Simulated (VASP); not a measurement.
# Si16Ge (a cell with a defect) in VASP: a series of runs

The runs below take Si16Ge (a cell with a defect) through single point, with PBE.

Everything below comes from runs of VASP 6.6.1. Logs are shortened: lines on timing, memory, paths and dates and some standing lists are left out, and cuts for length are marked.

## Step 1: The cell of the first run

The cell holds a defect, 17 atoms: a = 7.679 Å, b = 7.679 Å, c = 7.679 Å, α = 60.00°, β = 60.00°, γ = 60.00°.

## Step 2: Single point, PBE

File INCAR:

```
SYSTEM = Si16Ge
PREC = Accurate ; ENCUT = 520
EDIFF = 1E-6 ; ISMEAR = -1
SIGMA = 0.02 ; LREAL = Auto
LASPH = .True. ; NELM = 60
ALGO = Normal ; ISIF = 2
LWAVE = .False. ; LCHARG = .False.
GGA = PE ; NBANDS = 53
```

File KPOINTS:

```
regular mesh
0
Gamma
  2 2 2
  0 0 0
```

File POSCAR:

```
Si16Ge
1.0
    0.0000000000      5.4300000000      5.4300000000
    5.4300000000      0.0000000000      5.4300000000
    5.4300000000      5.4300000000      0.0000000000
Si Ge
16 1
Direct
   -0.0006180479      0.0013434622     -0.0001749540
    0.1206225599      0.1221453959      0.1211628913
   -0.0047196133     -0.0037619705      0.5043811234
    0.1207917127      0.1219138122      0.6364252302
   -0.0048359116      0.5054285451     -0.0046556169
    0.1207034070      0.6378687845      0.1207155617
   -0.0047860958      0.5053422652      0.5042002762
    0.1268233886      0.6250397790      0.6241449355
    0.5039595764     -0.0036302947     -0.0043407919
    0.6360046961      0.1221794659      0.1211391344
    0.5040374770     -0.0037455801      0.5043698895
    0.6240698895      0.1274236648      0.6243864641
    0.5040337937      0.5054402394     -0.0046617864
    0.6239629834      0.6251012891      0.1269416206
    0.4998068140      0.5004325967      0.4999316759
    0.6239621547      0.6250470534      0.6241459484
    0.2493748619      1.2513606814      0.2498209024
```

Potentials or basis: VASP PAW PBE potentials, release 64 (Si, Ge_d).

Run with:

```bash
$ cat potpaw_PBE.64/Si/POTCAR potpaw_PBE.64/Ge_d/POTCAR > POTCAR
$ mpirun -np 1 vasp_std > vasp.out
```

OUTCAR:

```text
SYSTEM = Si16Ge
   PREC = Accurate
   ENCUT = 520
   EDIFF = 1E-6
   ISMEAR = -1
   LREAL = Auto
   LASPH = .True.
   NELM = 60
   ISIF = 2
   GGA = PE

 ion  position               nearest neighbor table
   1  0.999  0.001  1.000-  10 2.28   2 2.28   4 2.28   6 2.28
   2  0.121  0.122  0.121-   1 2.28   3 2.40   5 2.40   9 2.40  17 2.42
   3  0.995  0.996  0.504-   8 2.33  12 2.33   2 2.40   4 2.40  17 2.77
   4  0.121  0.122  0.636-   1 2.28   3 2.40  11 2.40   7 2.40  17 2.42
   5  0.995  0.505  0.995-   8 2.33  14 2.33   2 2.40   6 2.40  17 2.76
   6  0.121  0.638  0.121-   1 2.28  13 2.40   5 2.40   7 2.40  17 2.42
   7  0.995  0.505  0.504-  16 2.33   8 2.33   4 2.40   6 2.40  17 2.76
   8  0.127  0.625  0.624-   3 2.33   5 2.33   7 2.33  15 2.34
   9  0.504  0.996  0.996-  12 2.33  14 2.33  10 2.40   2 2.40  17 2.76
  10  0.636  0.122  0.121-   1 2.28  11 2.40  13 2.40   9 2.40  17 2.42
  11  0.504  0.996  0.504-  16 2.33  12 2.33  10 2.40   4 2.40  17 2.77
  12  0.624  0.127  0.624-   3 2.33  11 2.33   9 2.33  15 2.34
  13  0.504  0.505  0.995-  16 2.33  14 2.33  10 2.40   6 2.40  17 2.76
  14  0.624  0.625  0.127-  13 2.33   5 2.33   9 2.33  15 2.34
  15  0.500  0.500  0.500-   8 2.34  16 2.34  14 2.34  12 2.34
  16  0.624  0.625  0.624-  13 2.33  11 2.33   7 2.33  15 2.34
  17  0.249  0.251  0.250-   6 2.42   4 2.42   2 2.42  10 2.42   7 2.76   5 2.76  13 2.76   9 2.76
                            11 2.77   3 2.77

  LATTYP: Found a face centered cubic cell.
 ALAT       =    10.8600000000

  Lattice vectors:

 A1 = (   0.0000000000,   5.4300000000,   5.4300000000)
 A2 = (   5.4300000000,   0.0000000000,   5.4300000000)
 A3 = (   5.4300000000,   5.4300000000,   0.0000000000)

Analysis of symmetry for initial positions (statically):
=====================================================================
 Subroutine PRICEL returns:
 Original cell was already a primitive cell.

 Routine SETGRP: Setting up the symmetry group for a
 face centered cubic supercell.

 Subroutine GETGRP returns: Found  1 space group operations
 (whereof  1 operations were pure point group operations)
 out of a pool of 48 trial point group operations.

The static configuration has the point symmetry C_1 .

Analysis of symmetry for dynamics (positions and initial velocities):
=====================================================================
 Subroutine PRICEL returns:
 Original cell was already a primitive cell.

 Routine SETGRP: Setting up the symmetry group for a
 face centered cubic supercell.

 Subroutine GETGRP returns: Found  1 space group operations
 (whereof  1 operations were pure point group operations)
 out of a pool of 48 trial point group operations.

The dynamic configuration has the point symmetry C_1 .

 Subroutine INISYM returns: Found  1 space group operations
 (whereof  1 operations are pure point group operations),
 and found     1 'primitive' translations

----------------------------------------------------------------------------------------

                                     Primitive cell

  volume of cell :     320.2060

  direct lattice vectors                    reciprocal lattice vectors
     0.000000000  5.430000000  5.430000000    -0.092081031  0.092081031  0.092081031
     5.430000000  0.000000000  5.430000000     0.092081031 -0.092081031  0.092081031
     5.430000000  5.430000000  0.000000000     0.092081031  0.092081031 -0.092081031

  length of vectors
     7.679179644  7.679179644  7.679179644     0.159489025  0.159489025  0.159489025

  position of ions in fractional coordinates (direct lattice)
     0.999381952  0.001343462  0.999825046
     0.120622560  0.122145396  0.121162891
     0.995280387  0.996238029  0.504381123
     0.120791713  0.121913812  0.636425230
     0.995164088  0.505428545  0.995344383
     0.120703407  0.637868785  0.120715562
[... 9 lines left out ...]
     0.623962155  0.625047053  0.624145948
     0.249374862  0.251360681  0.249820902

  ion indices of the primitive-cell ions
   primitive index   ion index
                 1           1
                 2           2
                 3           3
                 4           4
                 5           5
                 6           6
[... 9 lines left out ...]
                16          16
                17          17

----------------------------------------------------------------------------------------

 KPOINTS: regular mesh

Automatic generation of k-mesh.
 Grid dimensions read from file:
 generate k-points for:    2    2    2

 Generating k-lattice:

  Cartesian coordinates                     Fractional coordinates (reciprocal lattice)
    -0.046040516  0.046040516  0.046040516     0.500000000  0.000000000  0.000000000
     0.046040516 -0.046040516  0.046040516     0.000000000  0.500000000  0.000000000
     0.046040516  0.046040516 -0.046040516     0.000000000  0.000000000  0.500000000

  Length of vectors
     0.079744512  0.079744512  0.079744512

  Shift w.r.t. Gamma in fractional coordinates (k-lattice)
     0.000000000  0.000000000  0.000000000

 Subroutine IBZKPT returns following result:
 ===========================================

 Found      8 irreducible k-points:

 Following reciprocal coordinates:
            Coordinates               Weight
  0.000000  0.000000  0.000000      1.000000
  0.500000  0.000000  0.000000      1.000000
  0.000000  0.500000  0.000000      1.000000
  0.000000  0.000000  0.500000      1.000000
  0.500000  0.500000  0.500000      1.000000
  0.500000  0.500000  0.000000      1.000000
  0.000000  0.500000  0.500000      1.000000
  0.500000  0.000000  0.500000      1.000000
   k-points           NKPTS =      8   k-points in BZ     NKDIM =      8   number of bands    NBANDS=     53
   number of dos      NEDOS =    301   number of ions     NIONS =     17
   total plane-waves  NPLWV = 216000
   dimension x,y,z NGX =    60 NGY =   60 NGZ =   60
   dimension x,y,z NGXF=   120 NGYF=  120 NGZF=  120
   ions per type =              16   1
   NGX,Y,Z   is equivalent  to a cutoff of  12.99, 12.99, 12.99 a.u.
   NGXF,Y,Z  is equivalent  to a cutoff of  25.98, 25.98, 25.98 a.u.
 SYSTEM =  Si16Ge
   PREC   = accura    normal or accurate (medium, high low for compatibility)
   ISTART =      0    job   : 0-new  1-cont  2-samecut
   ICHARG =      2    charge: 1-file 2-atom 10-const
   ISPIN  =      1    spin polarized calculation?
   LNONCOLLINEAR =      F non collinear calculations
   LSORBIT =      F    spin-orbit coupling
   LASPH  =      T    aspherical Exc in radial PAW
   ENCUT  =  520.0 eV  38.22 Ry    6.18 a.u.  14.28 14.28 14.28*2*pi/ulx,y,z
   NELM   =     60;   NELMIN=  2; NELMDL= -5     # of ELM steps
   EDIFF  = 0.1E-05   stopping-criterion for ELM
   LREAL  =      T    real-space projection
   EDIFFG = 0.1E-04   stopping-criterion for IOM
   NSW    =      0    number of steps for IOM
   IBRION =     -1    ionic relax: 0-MD 1-quasi-New 2-CG
   NFREE  =      0    steps in history (QN), initial steepest desc. (CG)
   ISIF   =      2    stress and relaxation
   ISYM   =      2    0-nonsym 1-usesym 2-fastsym
   POTIM  = 0.5000    time-step for ionic-motion
   TEBEG  =    0.0;   TEEND  =   0.0 temperature during run
   PSTRESS=    0.0 pullay stress
   NELECT =      78.0000    total number of electrons
   NUPDOWN=      -1.0000    fix difference up-down
   EMIN   =  10.00;   EMAX   =-10.00  energy-range for DOS
   EFERMI =   0.00;   METHOD = LEGACY
   ISMEAR =    -1;   SIGMA  =   0.02  broadening in eV -4-tet -1-fermi 0-gaus
   EFERMI_NEDOS =   21; number of points for ismear=-14 and -15
   IALGO  =     38    algorithm
   IMIX   =      4    mixing-type and parameters
     AMIX     =   0.40;   BMIX     =  1.00
     AMIX_MAG =   1.60;   BMIX_MAG =  1.00
  volume/ion in A,a.u.               =      18.84       127.11
  Fermi-wavevector in a.u.,A,eV,Ry     =   1.022421  1.932096 14.222785  1.045345
  Thomas-Fermi vector in A             =   2.156100
   LORBIT       =      0    0 simple, 1 ext, 2 COOP (PROOUT), +10 PAW based schemes
   GGA     = PE    functional components
   LHFCALC =     F    Hartree Fock is set to
   AEXX    =    0.0000 exact exchange contribution
   IVDW    =     0    specifies the selected vdW correction
   LEPSILON=     F    determine dielectric tensor
   LRPA    =     F    only Hartree local field effects (RPA)
 non-spin polarized calculation
  energy-cutoff  :      520.00
  volume of cell :      320.21
 maximum number of plane-waves:      8646
 NGX is ok and might be reduce to    60
   NGX = 29   NGY = 29   NGZ = 29

 number of electron      77.9999998 magnetization

 Free energy of the ion-electron system (eV)
  ---------------------------------------------------
  ext. energy  EPLUGINS =         0.00000000
  ---------------------------------------------------
  free energy    TOTEN  =       -86.69719531 eV

  energy without entropy =      -86.68648267  energy(sigma->0) =      -86.69183899

 E-fermi :   6.9414     XC(G=0):  -9.7494

 val. band max:        6.6802556394   @ k =   0.0000   0.0000   0.0000
 cond. band min:       6.9492634168   @ k =   0.0000   0.0000   0.0000
 fundamental gap:      0.2690077775
 Fermi energy:         6.9414179584

 k-point     1 :       0.0000    0.0000    0.0000
  band No.  band energies     occupation
      1     -18.2530      2.00000
      2     -18.2529      2.00000
      3     -18.2528      2.00000
      4     -18.2392      2.00000
      5     -18.2390      2.00000
      6      -6.5240      2.00000
[... 43 lines left out ...]
     50       8.1119      0.00000
     51       9.0768      0.00000

 k-point     2 :       0.5000    0.0000    0.0000
  band No.  band energies     occupation
      1     -18.2530      2.00000
      2     -18.2529      2.00000
      3     -18.2528      2.00000
      4     -18.2392      2.00000
      5     -18.2390      2.00000
      6      -6.1919      2.00000
[... 316 lines left out ...]
 k-point     8 :       0.5000    0.0000    0.5000
  band No.  band energies     occupation
      1     -18.2530      2.00000
      2     -18.2529      2.00000
      3     -18.2528      2.00000
      4     -18.2392      2.00000
      5     -18.2390      2.00000
      6      -6.0857      2.00000
[... 43 lines left out ...]
     50      10.3300      0.00000
     51      10.3314      0.00000
 [bands above 51 left out]

------------------------ aborting loop because EDIFF is reached ----------------------------------------

  FORCE on cell =-STRESS in cart. coord.  units (eV):
  Direction    XX          YY          ZZ          XY          YZ          ZX
  --------------------------------------------------------------------------------------
  -------------------------------------------------------------------------------------
  Total       13.3674305     13.3898992     13.3935982     -0.0023233     -0.0010040      0.0019258
  in kB       66.8850467     66.9974703     67.0159786     -0.0116250     -0.0050234      0.0096360
  external PRESSURE =      66.9661652 kB  Pullay stress =       0.0000000 kB

 VOLUME and BASIS-vectors are now :
 -----------------------------------------------------------------------------
  energy-cutoff  :      520.00
  volume of cell :      320.21
      direct lattice vectors                 reciprocal lattice vectors
     0.000000000  5.430000000  5.430000000    -0.092081031  0.092081031  0.092081031
     5.430000000  0.000000000  5.430000000     0.092081031 -0.092081031  0.092081031
     5.430000000  5.430000000  0.000000000     0.092081031  0.092081031 -0.092081031

 POSITION                                       TOTAL-FORCE (eV/Angst)
 -----------------------------------------------------------------------------------
      5.43634     10.85569      5.43394        -0.004712      0.003230     -0.003084
      1.32116      1.31290      1.31823        -0.000562      0.001817      0.000912
      8.14836      8.14316     10.81394         0.002210     -0.001554     -0.002603
      4.11778      4.11169      1.31789        -0.000917     -0.000961      0.000838
      8.14920     10.80846      8.14822         0.000953     -0.003400      0.000675
      4.11911      1.31091      4.11905        -0.000134      0.000655     -0.000724
[... 9 lines left out ...]
      6.78312      6.77723      6.78212        -0.003536     -0.002425     -0.003019
      2.72142      2.71063      2.71899        -0.002608      0.001850     -0.001714
 -----------------------------------------------------------------------------------
    total drift:                                0.002301     -0.000370      0.000204

  FREE ENERGIE OF THE ION-ELECTRON SYSTEM (eV)
  ---------------------------------------------------
  free  energy   TOTEN  =       -86.6971953143 eV

  energy  without entropy=      -86.6864826731  energy(sigma->0) =      -86.69183899
```

Wall time 4.9 min (1 thread of Intel Xeon 6975P-C, shared host); peak memory 0.5 GiB.

Results:

```
Free energy            : -86.6972 eV
Pressure               : 6.7 GPa
Largest force          : 0.009 eV/Å
Band gap on the k mesh : zero (band 39 reaches 6.99 eV, above the bottom of band 40 at 6.68 eV)
```

Forces on the atoms (eV/Å):
```
Si  -0.005  0.003 -0.003
Si  -0.001  0.002  0.001
Si   0.002 -0.002 -0.003
Si  -0.001 -0.001  0.001
Si   0.001 -0.003  0.001
Si   0.000  0.001 -0.001
Si   0.003 -0.001  0.001
Si  -0.003  0.003  0.002
Si  -0.002 -0.001  0.001
Si  -0.001 -0.001 -0.002
Si   0.002  0.003  0.001
Si   0.006 -0.005  0.005
Si   0.001 -0.001  0.003
Si   0.004  0.004 -0.003
Si   0.000  0.000  0.000
Si  -0.004 -0.002 -0.003
Ge  -0.003  0.002 -0.002
```

Caveat: the k points lie up to 0.50 Å⁻¹ apart.

## Step 3: Single point, PBE

File INCAR:

```
SYSTEM = Si16Ge
PREC = Accurate
ENCUT = 520
EDIFF = 1E-6
ISMEAR = -1
SIGMA = 0.02
LREAL = Auto
LASPH = .True.
NELM = 80
ALGO = Normal
ISIF = 2
LWAVE = .False.
LCHARG = .True.
GGA = PE
LELF = .True.
LVHAR = .True.
NBANDS = 53
```

KPOINTS is that of step 2.

File POSCAR:

```
Si16Ge
1.0
    0.0000000000      5.4300000000      5.4300000000
    5.4300000000      0.0000000000      5.4300000000
    5.4300000000      5.4300000000      0.0000000000
Si Ge
16 1
Direct
    0.0002700556     -0.0017905794      0.0006860396
    0.1200327144      0.1298148068      0.1205693660
   -0.0123562920      0.0042820383      0.5040081349
    0.1199679346      0.1298395280      0.6294711434
    0.0002203321      0.5010691123      0.0006569384
    0.1247230328      0.6252288937      0.1249802820
    0.0001748779      0.5010606050      0.4979705900
    0.1199134348      0.6210205072      0.6294659427
    0.5034595182      0.0043346545     -0.0116897212
    0.6290873570      0.1298295110      0.1204295756
    0.5032927228      0.0044420049      0.5036639214
    0.6241968906      0.1257018269      0.6248968366
    0.4977224750      0.5010293423      0.0005284840
    0.6290025256      0.6210493395      0.1204571537
    0.5031412208      0.4890763778      0.5037221224
    0.6289160719      0.6210952638      0.6292626390
    0.3741960279      0.8757038672      0.3748969515
```

Potentials or basis: VASP PAW PBE potentials, release 64 (Si, Ge_d).

Run with:

```bash
$ cat potpaw_PBE.64/Si/POTCAR potpaw_PBE.64/Ge_d/POTCAR > POTCAR
$ mpirun -np 1 vasp_std > vasp.out
```

OUTCAR:

```text
SYSTEM = Si16Ge
   PREC = Accurate
   ENCUT = 520
   EDIFF = 1E-6
   ISMEAR = -1
   LREAL = Auto
   LASPH = .True.
   NELM = 80
   ISIF = 2
   GGA = PE

 ion  position               nearest neighbor table
   1  0.000  0.998  0.001-  10 2.33   4 2.33   2 2.33   6 2.34
   2  0.120  0.130  0.121-   1 2.33   5 2.33   9 2.40   3 2.40  17 2.76
   3  0.988  0.004  0.504-  12 2.28   8 2.40   4 2.40   2 2.40  17 2.42
   4  0.120  0.130  0.629-   1 2.33   7 2.33  11 2.40   3 2.40  17 2.76
   5  0.000  0.501  0.001-   8 2.33  14 2.33   2 2.33   6 2.34
[... 656 lines left out ...]
  Total       13.3784023     13.3597570     13.3887149      0.0011802     -0.0021216      0.0041399
  in kB       66.9399447     66.8466516     66.9915448      0.0059050     -0.0106158      0.0207146
  external PRESSURE =      66.9260470 kB  Pullay stress =       0.0000000 kB

 VOLUME and BASIS-vectors are now :
 -----------------------------------------------------------------------------
  energy-cutoff  :      520.00
  volume of cell :      320.21
      direct lattice vectors                 reciprocal lattice vectors
     0.000000000  5.430000000  5.430000000    -0.092081031  0.092081031  0.092081031
     5.430000000  0.000000000  5.430000000     0.092081031 -0.092081031  0.092081031
     5.430000000  5.430000000  0.000000000     0.092081031  0.092081031 -0.092081031

 POSITION                                       TOTAL-FORCE (eV/Angst)
 -----------------------------------------------------------------------------------
      5.42400      0.00519      5.42174        -0.004731      0.004798     -0.004056
      1.35959      1.30647      1.35667         0.000438     -0.000683      0.000292
      2.76002      8.09967      5.38616         0.000343     -0.000734     -0.001059
      4.12306      4.06945      1.35645         0.000998     -0.000618      0.000325
      2.72437      0.00476      2.72200         0.004435      0.005383      0.005086
      4.07364      1.35589      4.07224        -0.000528      0.000525      0.000301
[... 9 lines left out ...]
      6.78944      6.83191      6.78756         0.001323     -0.002036     -0.000546
      6.79076      4.06757      6.78696        -0.001384      0.001787      0.000288
 -----------------------------------------------------------------------------------
    total drift:                                0.002400     -0.000253     -0.001964

  FREE ENERGIE OF THE ION-ELECTRON SYSTEM (eV)
  ---------------------------------------------------
  free  energy   TOTEN  =       -86.6970654837 eV

  energy  without entropy=      -86.6863541561  energy(sigma->0) =      -86.69170982
```

It took 2.4 min on 1 thread of Intel Xeon 6975P-C (Granite Rapids), shared host; peak memory 0.49 GiB.

What came out:

| Quantity | Value |
| --- | --- |
| Free energy | -86.6971 eV |
| Pressure | 6.7 GPa |
| Largest force | 0.009 eV/Å |
| Band gap on the k mesh | zero (band 39 reaches 6.99 eV, above the bottom of band 40 at 6.68 eV) |

Forces on the atoms (eV/Å):
```
Si  -0.005  0.005 -0.004
Si   0.000 -0.001  0.000
Si   0.000 -0.001 -0.001
Si   0.001 -0.001  0.000
Si   0.004  0.005  0.005
Si  -0.001  0.001  0.000
Si  -0.005 -0.005  0.005
Si   0.001 -0.001 -0.001
Si   0.001  0.001 -0.002
Si   0.001 -0.001  0.001
Si  -0.001 -0.001 -0.002
Si  -0.005  0.007  0.001
Si   0.006 -0.006 -0.005
Si   0.001 -0.002 -0.001
Si   0.001 -0.001  0.002
Si   0.001 -0.002 -0.001
Ge  -0.001  0.002  0.000
```

Levels at points of the mesh, in eV from the Fermi level:
| k point | band 36 | band 37 | band 38 | band 39 | band 40 | band 41 | band 42 | band 43 |
| --- | --- | --- | --- | --- | --- | --- | --- | --- |
| (0.00, 0.00, 0.00) | -0.81 | -0.81 | -0.81 | -0.26 | -0.26 | -0.26 | 0.01 | 0.01 |
| (0.50, 0.00, 0.00) | -1.54 | -1.49 | -1.48 | -0.34 | 0.51 | 0.51 | 0.86 | 0.86 |
| (0.00, 0.50, 0.00) | -1.54 | -1.49 | -1.48 | -0.34 | 0.51 | 0.51 | 0.86 | 0.86 |
| (0.00, 0.00, 0.50) | -1.54 | -1.49 | -1.48 | -0.34 | 0.51 | 0.51 | 0.86 | 0.86 |
| (0.50, 0.50, 0.50) | -1.54 | -1.49 | -1.48 | -0.34 | 0.51 | 0.51 | 0.86 | 0.86 |
| (0.50, 0.50, 0.00) | -2.09 | -1.92 | -1.32 | 0.05 | 0.79 | 1.03 | 1.03 | 1.04 |
| (0.00, 0.50, 0.50) | -2.09 | -1.92 | -1.32 | 0.05 | 0.79 | 1.03 | 1.03 | 1.04 |
| (0.50, 0.00, 0.50) | -2.09 | -1.92 | -1.32 | 0.05 | 0.79 | 1.03 | 1.03 | 1.04 |

Caveat: the k points lie up to 0.50 Å⁻¹ apart.

[end of part 1 of 2]
